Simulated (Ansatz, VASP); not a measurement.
TiSb: VASP beside Ansatz

```
Ti Sb
1.0
     4.01953    0.00000    0.00000
    -2.00977    3.48102    0.00000
     0.00000    0.00000    6.15533
Ti Sb
2 2
Cartesian
  0.0000 0.0000 0.0000
  0.0000 0.0000 3.0777
  0.0000 2.3207 1.5388
  2.0098 1.1603 4.6165
```

Change from the starting cell: volume scaled by 0.94, PAW files.

Alike in both runs: task electric field gradients; functional LDA; k mesh 12 × 12 × 7; occupations fermi-dirac, width 0.03 eV; no spin polarisation.

|  | VASP | Ansatz |
| --- | --- | --- |
| version | VASP 6.6.1 | Ansatz 0.2.0 |
| potentials or method | VASP PAW LDA potentials, release 64 (Ti_sv, Sb) | PAW with Ansatz's default frozen-core files, scalar-relativistic |
| plane-wave cutoff (eV) | 520 | 420 |
| valence electrons in the cell | 34 | 54 |

|  | VASP | Ansatz | Ansatz less VASP |
| --- | --- | --- | --- |
| pressure (GPa) | -3.3 | -3.6 | -0.27 |
| traceless stress, the component that is largest in VASP (GPa) | 0.10 | 0.06 | -0.035 |
| size of Vzz on the site where it differs most (V/Å²) | 56.8 | 60.0 | +3.22 |

LDA's correlation is that of Perdew and Zunger in VASP and of Perdew and Wang (1992) in Ansatz. VASP's potentials hold 34 valence electrons a cell and Ansatz's 54, so a difference there can come from the potentials and not from the codes.

Neither program's run includes spin-orbit coupling.
